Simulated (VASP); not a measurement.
# BaS (Fm-3m) in VASP: settings compared

The runs below take BaS through dielectric tensor, vibrations by perturbation theory, elastic constants, with PBEsol, PBE.

Everything below comes from runs of VASP 6.6.1. Logs are shortened: lines on timing, memory, paths and dates and some standing lists are left out, and cuts for length are marked.

## Step 1: The cell of the first run

It takes space group Fm-3m (No. 225, cubic). The conventional cell has a = 6.388 Å, b = 6.388 Å, c = 6.388 Å, α = 90.00°, β = 90.00°, γ = 90.00°. Within 4.2 Å of Ba (site symmetry m-3m) lie 6 S at 3.19 Å. Within 4.2 Å of S (site symmetry m-3m) lie 6 Ba at 3.19 Å.

## Step 2: Dielectric tensor, PBEsol

The input, INCAR:

```
SYSTEM = BaS
  PREC = Accurate
  ENCUT = 520
  EDIFF = 1E-8
  ISMEAR = 0
  SIGMA = 0.01
  LREAL = .False.
  LASPH = .True.
  NELM = 80
  ALGO = Normal
  ISIF = 2
  LWAVE = .False.
  LCHARG = .False.
  GGA = PS
  LEPSILON = .True.
```

The input, KPOINTS:

```
regular mesh
0
Gamma
  7 7 7
  0 0 0
```

The input, POSCAR:

```
BaS
1.0
    0.0000000000      3.1937500000      3.1937500000
    3.1937500000      0.0000000000      3.1937500000
    3.1937500000      3.1937500000      0.0000000000
Ba S
1 1
Direct
    0.0000000000      0.0000000000      0.0000000000
    0.5000000000      0.5000000000      0.5000000000
```

Potentials or basis: VASP PAW PBE potentials, release 64 (Ba_sv, S).

Run with:

```sh
$ cat potpaw_PBE.64/Ba_sv/POTCAR potpaw_PBE.64/S/POTCAR > POTCAR
$ mpirun -np 1 vasp_std > vasp.out
```

OUTCAR:

```text
SYSTEM = BaS
   PREC = Accurate
   ENCUT = 520
   EDIFF = 1E-8
   ISMEAR = 0
   LREAL = .False.
   LASPH = .True.
   NELM = 80
   ISIF = 2
   GGA = PS
   LEPSILON = .True.

 ion  position               nearest neighbor table
   1  0.000  0.000  0.000-   2 3.19   2 3.19   2 3.19   2 3.19   2 3.19   2 3.19
   2  0.500  0.500  0.500-   1 3.19   1 3.19   1 3.19   1 3.19   1 3.19   1 3.19

  LATTYP: Found a face centered cubic cell.
 ALAT       =     6.3875000000

  Lattice vectors:

 A1 = (   0.0000000000,   3.1937500000,   3.1937500000)
 A2 = (   3.1937500000,   0.0000000000,   3.1937500000)
 A3 = (   3.1937500000,   3.1937500000,   0.0000000000)

Analysis of symmetry for initial positions (statically):
=====================================================================
 Subroutine PRICEL returns:
 Original cell was already a primitive cell.

 Routine SETGRP: Setting up the symmetry group for a
 face centered cubic supercell.

 Subroutine GETGRP returns: Found 48 space group operations
 (whereof 48 operations were pure point group operations)
 out of a pool of 48 trial point group operations.

The static configuration has the point symmetry O_h .

Analysis of symmetry for dynamics (positions and initial velocities):
=====================================================================
 Subroutine PRICEL returns:
 Original cell was already a primitive cell.

 Routine SETGRP: Setting up the symmetry group for a
 face centered cubic supercell.

 Subroutine GETGRP returns: Found 48 space group operations
 (whereof 48 operations were pure point group operations)
 out of a pool of 48 trial point group operations.

The dynamic configuration has the point symmetry O_h .

 Subroutine INISYM returns: Found 48 space group operations
 (whereof 48 operations are pure point group operations),
 and found     1 'primitive' translations

----------------------------------------------------------------------------------------

[... 449 lines left out ...]
      direct lattice vectors                 reciprocal lattice vectors
     0.000000000  3.193750000  3.193750000    -0.156555773  0.156555773  0.156555773
     3.193750000  0.000000000  3.193750000     0.156555773 -0.156555773  0.156555773
     3.193750000  3.193750000  0.000000000     0.156555773  0.156555773 -0.156555773

 POSITION                                       TOTAL-FORCE (eV/Angst)
 -----------------------------------------------------------------------------------
      0.00000      0.00000      0.00000         0.000000      0.000000     -0.000000
      3.19375      3.19375      3.19375        -0.000000     -0.000000      0.000000
 -----------------------------------------------------------------------------------
    total drift:                                0.000000      0.000000      0.000000

  FREE ENERGIE OF THE ION-ELECTRON SYSTEM (eV)
  ---------------------------------------------------
  free  energy   TOTEN  =       -10.7180574506 eV

  energy  without entropy=      -10.7180574506  energy(sigma->0) =      -10.71805745

 HEAD OF MICROSCOPIC STATIC DIELECTRIC TENSOR (INDEPENDENT PARTICLE, excluding Hartree and local field effects)
 ------------------------------------------------------
           5.551467    -0.000000    -0.000000
           0.000000     5.551467    -0.000000
           0.000000     0.000000     5.551467
 ------------------------------------------------------

 Free energy of the ion-electron system (eV)
  ---------------------------------------------------
  ---------------------------------------------------
  free energy    TOTEN  =        -0.80429836 eV

  energy without entropy =       -0.80429836

------------------------ aborting loop because EDIFF is reached ----------------------------------------

--------------------------------------- Ionic step        2  -------------------------------------------

------------------------ aborting loop because EDIFF is reached ----------------------------------------

--------------------------------------- Ionic step        3  -------------------------------------------

 Free energy of the ion-electron system (eV)
  ---------------------------------------------------
  ---------------------------------------------------
  free energy    TOTEN  =        -0.80429844 eV

  energy without entropy =       -0.80429844

------------------------ aborting loop because EDIFF is reached ----------------------------------------

 PIEZOELECTRIC TENSOR FIELD DIRECTION 3  (e Angst)
 -----------------------------------------------------------------------------
     0.00015  0.00000 -0.00000           (  0.00000  0.00000 -0.00000)
     0.00000  0.00015 -0.00000           (  0.00000  0.00000  0.00000)
    -0.00000  0.00000 -0.00259           ( -0.00000  0.00000  0.00000)

 PIEZOELECTRIC TENSOR FIELD DIRECTION 3  (C/m^2)
 -----------------------------------------------------------------------------
     0.00004  0.00000 -0.00000
     0.00000  0.00004 -0.00000
    -0.00000  0.00000 -0.00064

 MACROSCOPIC STATIC DIELECTRIC TENSOR (including local field effects in DFT)
 ------------------------------------------------------
           5.047485     0.000000    -0.000000
           0.000000     5.047485    -0.000000
           0.000000     0.000000     5.047485
 ------------------------------------------------------

 PIEZOELECTRIC TENSOR (including local field effects)  for field in x, y, z        (e  Angst)
          XX          YY          ZZ          XY          YZ          ZX
  --------------------------------------------------------------------------------
  x     0.00000     0.00000     0.00000     0.00000     0.00000     0.00000
  y     0.00000     0.00000     0.00000     0.00000     0.00000     0.00000
  z     0.00000     0.00000     0.00000     0.00000     0.00000     0.00000

 PIEZOELECTRIC TENSOR (including local field effects)  for field in x, y, z        (C/m^2)
          XX          YY          ZZ          XY          YZ          ZX
  --------------------------------------------------------------------------------
  x     0.00000     0.00000     0.00000     0.00000     0.00000     0.00000
  y     0.00000     0.00000     0.00000     0.00000     0.00000     0.00000
  z     0.00000     0.00000     0.00000     0.00000     0.00000     0.00000

 BORN EFFECTIVE CHARGES (including local field effects) (in |e|, cummulative output)
 ---------------------------------------------------------------------------------
 ion    1
    1     2.62095     0.00000     0.00000
    2     0.00000     2.62095     0.00000
    3     0.00000     0.00000     2.62095
 ion    2
    1    -2.62095     0.00000     0.00000
    2     0.00000    -2.62095     0.00000
    3     0.00000     0.00000    -2.62095
```

stdout:

```text
POSCAR found type information on POSCAR BaS
 POSCAR found :  2 types and       2 ions
 scaLAPACK will be used
 -----------------------------------------------------------------------------
|                                                                             |
|                                                                             |
|     You enforced a specific xc type in the INCAR file but a different       |
[... 28 lines left out ...]
  Direction:   1
 dielectric tensor                  component  1 :     5.047     0.523     0.124
 Linear response to external field, progress :
  Direction:   2
 dielectric tensor                  component  2 :     0.440     5.047    -0.062
 Linear response to external field, progress :
  Direction:   3
 dielectric tensor                  component  3 :     0.036     0.341     5.047
 Born effective charges drift removed
```

Run time: 2.6 min. Hardware: 1 thread of Intel Xeon 6975P-C (Granite Rapids), shared host; peak memory 0.28 GiB.

Results:

| Item | Value |
| --- | --- |
| Band gap on the k mesh | 2.04 eV, indirect (least direct gap 2.19 eV) |
| Electronic dielectric tensor (diagonal) | 5.05 |
| Born charges (mean of the diagonal) | Ba +2.62; S -2.62 e |

Electronic dielectric tensor:
```
5.05 0.00 0.00
0.00 5.05 0.00
0.00 0.00 5.05
```

Born effective charge tensors (e):
atom 1, Ba
```
2.62 0.00 0.00
0.00 2.62 0.00
0.00 0.00 2.62
```
atom 2, S
```
-2.62  0.00  0.00
 0.00 -2.62  0.00
 0.00  0.00 -2.62
```

Caveat: the PAW data sets were made with another functional, which shifts forces and pressure a little; spin-orbit coupling is left out, which moves the levels of the heavy elements.

## Step 3: Dielectric tensor, PBE, collinear spin, zero start

The input, INCAR:

```
SYSTEM = BaS
PREC = Accurate
ENCUT = 520
EDIFF = 1E-8
ISMEAR = 0
SIGMA = 0.01
LREAL = .False.
LASPH = .True.
NELM = 150
ALGO = Normal
ISIF = 2
LWAVE = .False.
LCHARG = .False.
ISPIN = 2
MAGMOM = 0 0
LORBIT = 11
GGA = PE
LEPSILON = .True.
```

The input, KPOINTS:

```
Automatic mesh
0
Gamma
  7 7 7
  0 0 0
```

POSCAR is that of step 2.

Potentials or basis: VASP PAW PBE potentials, release 64 (Ba_sv, S).

Run with:

```sh
$ cat potpaw_PBE.64/Ba_sv/POTCAR potpaw_PBE.64/S/POTCAR > POTCAR
$ mpirun -np 1 vasp_std > vasp.out
```

OUTCAR:

```text
SYSTEM = BaS
   PREC = Accurate
   ENCUT = 520
   EDIFF = 1E-8
   ISMEAR = 0
   LREAL = .False.
   LASPH = .True.
   NELM = 150
   ISIF = 2
   ISPIN = 2
   LORBIT = 11
   GGA = PE
   LEPSILON = .True.

 ion  position               nearest neighbor table
   1  0.000  0.000  0.000-   2 3.19   2 3.19   2 3.19   2 3.19   2 3.19   2 3.19
   2  0.500  0.500  0.500-   1 3.19   1 3.19   1 3.19   1 3.19   1 3.19   1 3.19

  LATTYP: Found a face centered cubic cell.
 ALAT       =     6.3875000000

  Lattice vectors:

 A1 = (   0.0000000000,   3.1937500000,   3.1937500000)
 A2 = (   3.1937500000,   0.0000000000,   3.1937500000)
 A3 = (   3.1937500000,   3.1937500000,   0.0000000000)

Analysis of symmetry for initial positions (statically):
=====================================================================
 Subroutine PRICEL returns:
 Original cell was already a primitive cell.

 Routine SETGRP: Setting up the symmetry group for a
 face centered cubic supercell.

 Subroutine GETGRP returns: Found 48 space group operations
 (whereof 48 operations were pure point group operations)
 out of a pool of 48 trial point group operations.

The static configuration has the point symmetry O_h .

Analysis of symmetry for dynamics (positions and initial velocities):
=====================================================================
 Subroutine PRICEL returns:
 Original cell was already a primitive cell.

 Routine SETGRP: Setting up the symmetry group for a
 face centered cubic supercell.

 Subroutine GETGRP returns: Found 48 space group operations
 (whereof 48 operations were pure point group operations)
 out of a pool of 48 trial point group operations.

The dynamic configuration has the point symmetry O_h .

Analysis of structural, dynamic, and magnetic symmetry:
=====================================================================
 Subroutine PRICEL returns:
 Original cell was already a primitive cell.

 Routine SETGRP: Setting up the symmetry group for a
 face centered cubic supercell.

 Subroutine GETGRP returns: Found 48 space group operations
 (whereof 48 operations were pure point group operations)
 out of a pool of 48 trial point group operations.

The overall configuration has the point symmetry O_h .

 Subroutine INISYM returns: Found 48 space group operations
 (whereof 48 operations are pure point group operations),
 and found     1 'primitive' translations

----------------------------------------------------------------------------------------

                                     Primitive cell

  volume of cell :      65.1527

  direct lattice vectors                    reciprocal lattice vectors
     0.000000000  3.193750000  3.193750000    -0.156555773  0.156555773  0.156555773
[... 742 lines left out ...]
  Total        0.5809002      0.5809002      0.5809002      0.0000000      0.0000000      0.0000000
  in kB       14.2849717     14.2849717     14.2849717      0.0000000      0.0000000      0.0000000
  external PRESSURE =      14.2849717 kB  Pullay stress =       0.0000000 kB

 VOLUME and BASIS-vectors are now :
 -----------------------------------------------------------------------------
  energy-cutoff  :      520.00
  volume of cell :       65.15
      direct lattice vectors                 reciprocal lattice vectors
     0.000000000  3.193750000  3.193750000    -0.156555773  0.156555773  0.156555773
     3.193750000  0.000000000  3.193750000     0.156555773 -0.156555773  0.156555773
     3.193750000  3.193750000  0.000000000     0.156555773  0.156555773 -0.156555773

 POSITION                                       TOTAL-FORCE (eV/Angst)
 -----------------------------------------------------------------------------------
      0.00000      0.00000      0.00000        -0.000000      0.000000     -0.000000
      3.19375      3.19375      3.19375         0.000000     -0.000000      0.000000
 -----------------------------------------------------------------------------------
    total drift:                                0.000000      0.000000      0.000000

  FREE ENERGIE OF THE ION-ELECTRON SYSTEM (eV)
  ---------------------------------------------------
  free  energy   TOTEN  =       -10.1847208482 eV

  energy  without entropy=      -10.1847208482  energy(sigma->0) =      -10.18472085

 HEAD OF MICROSCOPIC STATIC DIELECTRIC TENSOR (INDEPENDENT PARTICLE, excluding Hartree and local field effects)
 ------------------------------------------------------
           5.343050     0.000000    -0.000000
          -0.000000     5.343050    -0.000000
           0.000000    -0.000000     5.343050
 ------------------------------------------------------

 Free energy of the ion-electron system (eV)
  ---------------------------------------------------
  ---------------------------------------------------
  free energy    TOTEN  =        -0.78928088 eV

  energy without entropy =       -0.78928088

------------------------ aborting loop because EDIFF is reached ----------------------------------------

--------------------------------------- Ionic step        2  -------------------------------------------

------------------------ aborting loop because EDIFF is reached ----------------------------------------

--------------------------------------- Ionic step        3  -------------------------------------------

 Free energy of the ion-electron system (eV)
  ---------------------------------------------------
  ---------------------------------------------------
  free energy    TOTEN  =        -0.78928122 eV

  energy without entropy =       -0.78928122

------------------------ aborting loop because EDIFF is reached ----------------------------------------

 PIEZOELECTRIC TENSOR FIELD DIRECTION 3  (e Angst)
 -----------------------------------------------------------------------------
     0.00014  0.00000  0.00000           (  0.00000  0.00000  0.00000)
     0.00000  0.00014 -0.00000           (  0.00000  0.00000 -0.00000)
     0.00000 -0.00000 -0.00243           (  0.00000 -0.00000  0.00000)

 PIEZOELECTRIC TENSOR FIELD DIRECTION 3  (C/m^2)
 -----------------------------------------------------------------------------
     0.00004  0.00000  0.00000
     0.00000  0.00004 -0.00000
     0.00000 -0.00000 -0.00060

 MACROSCOPIC STATIC DIELECTRIC TENSOR (including local field effects in DFT)
 ------------------------------------------------------
           4.900300    -0.000000    -0.000000
          -0.000000     4.900300    -0.000000
          -0.000000     0.000000     4.900300
 ------------------------------------------------------

 PIEZOELECTRIC TENSOR (including local field effects)  for field in x, y, z        (e  Angst)
          XX          YY          ZZ          XY          YZ          ZX
  --------------------------------------------------------------------------------
  x     0.00000     0.00000     0.00000     0.00000     0.00000     0.00000
  y     0.00000     0.00000     0.00000     0.00000     0.00000     0.00000
  z     0.00000     0.00000     0.00000     0.00000     0.00000     0.00000

 PIEZOELECTRIC TENSOR (including local field effects)  for field in x, y, z        (C/m^2)
          XX          YY          ZZ          XY          YZ          ZX
  --------------------------------------------------------------------------------
  x     0.00000     0.00000     0.00000     0.00000     0.00000     0.00000
  y     0.00000     0.00000     0.00000     0.00000     0.00000     0.00000
  z     0.00000     0.00000     0.00000     0.00000     0.00000     0.00000

 BORN EFFECTIVE CHARGES (including local field effects) (in |e|, cummulative output)
 ---------------------------------------------------------------------------------
 ion    1
    1     2.62124    -0.00000     0.00000
    2     0.00000     2.62124     0.00000
    3     0.00000     0.00000     2.62124
 ion    2
    1    -2.62124     0.00000     0.00000
    2    -0.00000    -2.62124     0.00000
    3     0.00000     0.00000    -2.62124

 total charge

# of ion       s       p       d       tot
------------------------------------------
    1        2.011   5.620   0.277   7.908
    2        1.321   2.430   0.000   3.751
--------------------------------------------------
tot          3.332   8.050   0.277  11.659

 magnetization (x)

# of ion       s       p       d       tot
------------------------------------------
    1       -0.000  -0.000  -0.000  -0.000
    2       -0.000   0.000   0.000   0.000
--------------------------------------------------
tot         -0.000   0.000  -0.000  -0.000
```

Run time: 23 min. Hardware: 1 thread of AMD EPYC 7R13 (Zen 3), shared host; peak memory 0.35 GiB.

Results:

```yaml
Band_gap_on_the_k_mesh: 2.17 eV, indirect (least direct gap 2.31 eV)
Net_moment: 0.00 μB per cell
Valence_electrons_inside_the_program's_atomic_spheres: Ba 7.91; S 3.75
Electronic_dielectric_tensor_diagonal: 4.90
Born_charges_mean_of_the_diagonal: Ba +2.62; S -2.62 e
```

Electronic dielectric tensor:
```
4.90 0.00 0.00
0.00 4.90 0.00
0.00 0.00 4.90
```

Born effective charge tensors (e):
atom 1, Ba
```
2.62 0.00 0.00
0.00 2.62 0.00
0.00 0.00 2.62
```
atom 2, S
```
-2.62  0.00  0.00
 0.00 -2.62  0.00
 0.00  0.00 -2.62
```

Caveat: spin-orbit coupling is left out, which moves the levels of the heavy elements.

[end of part 1 of 2]
